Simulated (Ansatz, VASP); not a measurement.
**ZnSe: VASP beside Ansatz**

Contents of INCAR:

```
  PREC = Accurate
  ENCUT = 520
  EDIFF = 1E-6
  ISMEAR = 0
  SIGMA = 0.05
  LREAL = False
  LASPH = True
  NELM = 60
  ALGO = Normal
  ISIF = 2
  LWAVE = False
  LCHARG = False
  NBANDS = 16
```

The input KPOINTS:

```
regular mesh
0
Gamma
  10 10 10
```

Contents of POSCAR:

```
ZnSe
1.0
    0.0000000000      2.5964985149      3.3754480693
    2.5964985149      0.0000000000      3.3754480693
    2.5964985149      2.5964985149      0.0000000000
Zn Se
1 1
Direct
    0.0000000000      0.0000000000      0.0000000000
    0.7500000000      0.7500000000      0.7500000000
```

Input for Ansatz:

```yaml
crystal:
  lattice:
    - [0.0, 2.5964985149, 3.3754480693]
    - [2.5964985149, 0.0, 3.3754480693]
    - [2.5964985149, 2.5964985149, 0.0]
  atoms:
    - { symbol: Zn, position: [0.0, 0.0, 0.0] }
    - { symbol: Se, position: [0.75, 0.75, 0.75] }
basis:
  ecutwfc: 420
kpoints:
  mp_grid: { grid: [10, 10, 10] }
hamiltonian:
  xc: lda
scf:
  occupations: { method: gaussian, width: 0.05 }
output:
  forces: true
  stress: true
  eigenvalues: true
  write_density: true
  write_potential: true
  elf: true
  volumetric_format: npy
```

Alike in both runs: task single point; functional LDA; k mesh 10 × 10 × 10; occupations gaussian, width 0.05 eV; no spin polarisation.

```csv
,VASP,Ansatz
version,VASP 6.6.1,Ansatz 0.2.0
potentials or method,"VASP PAW LDA potentials, release 64 (Zn, Se), cutoff 520 eV","scalar-relativistic, plane waves, PAW"
valence electrons in the cell,18,28
```

Ansatz gave:

```
gap on the k mesh at the Fermi level (eV)                     : 0.10
least direct gap on the mesh (eV)                             : 0.11
pressure (GPa)                                                : -4.2
traceless stress, the component that is largest in VASP (GPa) : -10.14
```

Task: Which values does VASP return?

Result: gap on the k mesh at the Fermi level (eV): 0.13; least direct gap on the mesh (eV): 0.14; pressure (GPa): -4.0; traceless stress, the component that is largest in VASP (GPa): -10.11.

LDA's correlation is that of Perdew and Zunger in VASP and of Perdew and Wang (1992) in Ansatz. VASP's potentials hold 18 valence electrons a cell and Ansatz's 28, so a difference there can come from the potentials and not from the codes.
